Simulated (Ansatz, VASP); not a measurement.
# In3Sb in VASP and in Ansatz

POSCAR

```
In3Sb
1.0
    4.8369620000      0.0000000000      0.0000000000
    0.0000000000      4.8369620000      0.0000000000
    0.0000000000      0.0000000000      4.8369620000
In Sb
3 1
Direct
    0.5000000000      0.5000000000      0.0000000000
    0.5000000000      0.0000000000      0.5000000000
    0.0000000000      0.5000000000      0.5000000000
    0.0000000000      0.0000000000      0.0000000000
```

File INCAR.step1:

```
SYSTEM = In3Sb
PREC     = Accurate       ! precision mode
ENCUT    = 520            ! plane-wave cutoff, eV
ISMEAR   = 0              ! smearing method
SIGMA    = 0.2            ! smearing width, eV
LREAL    = .False.        ! projectors in reciprocal space
LASPH    = .True.         ! aspherical terms in the spheres
NELM     = 80             ! most SCF steps
NBANDS   = 30             ! bands
GGA      = PE             ! functional
ALGO     = Normal         ! electronic algorithm
EDIFF    = 1E-4           ! SCF threshold, eV
LWAVE    = .True.         ! write WAVECAR
LCHARG   = .False.        ! write CHGCAR
```

INCAR.step2

```
SYSTEM = In3Sb
PREC     = Accurate       ! precision mode
ENCUT    = 520            ! plane-wave cutoff, eV
EDIFF    = 1E-6           ! SCF threshold, eV
ISMEAR   = 0              ! smearing method
SIGMA    = 0.2            ! smearing width, eV
LREAL    = .False.        ! projectors in reciprocal space
LASPH    = .True.         ! aspherical terms in the spheres
NELM     = 80             ! most SCF steps
ALGO     = Normal         ! electronic algorithm
ISIF     = 2              ! what is computed and relaxed
LWAVE    = .False.        ! write WAVECAR
LCHARG   = .True.         ! write CHGCAR
METAGGA  = R2SCAN         ! meta-GGA
LMIXTAU  = .True.       
LELF     = .True.         ! ELF
LVHAR    = .True.       
NBANDS   = 30             ! bands
ISTART   = 1
```

The input KPOINTS:

```
Automatic mesh
0
Gamma
  5 5 5
  0 0 0
```

Input for Ansatz:

```yaml
crystal:
  lattice:
    - [4.836962, 0.0, 0.0]
    - [0.0, 4.836962, 0.0]
    - [0.0, 0.0, 4.836962]
  atoms:
    - { symbol: In, position: [0.5, 0.5, 0.0] }
    - { symbol: In, position: [0.5, 0.0, 0.5] }
    - { symbol: In, position: [0.0, 0.5, 0.5] }
    - { symbol: Sb, position: [0.0, 0.0, 0.0] }
basis:
  ecutwfc: 500
kpoints:
  mp_grid: { grid: [5, 5, 5] }
hamiltonian:
  xc: r2scan
scf:
  occupations: { method: gaussian, width: 0.2 }
output:
  forces: true
  stress: true
  eigenvalues: true
```

Alike in both runs: task single point; functional r2SCAN; k mesh 5 × 5 × 5; occupations gaussian, width 0.2 eV; no spin polarisation.

|  | VASP | Ansatz |
| --- | --- | --- |
| version | VASP 6.6.1 | Ansatz 0.2.0 |
| potentials or method | VASP PAW PBE potentials, release 64 (In_d, Sb), cutoff 520 eV | scalar-relativistic, plane waves, PAW |
| valence electrons in the cell | 44 | 54 |

```tsv
	VASP	Ansatz	Ansatz less VASP
gap on the k mesh at the Fermi level (eV)	none	none	-
pressure (GPa)	-0.6	-0.6	0.00
```

VASP's potentials were made for PBE, not for r2SCAN. A gap of «none» marks a metal or a gap that the smearing closes. VASP's potentials hold 44 valence electrons a cell and Ansatz's 54, so a difference there can come from the potentials and not from the codes.

Neither program's run includes spin-orbit coupling.
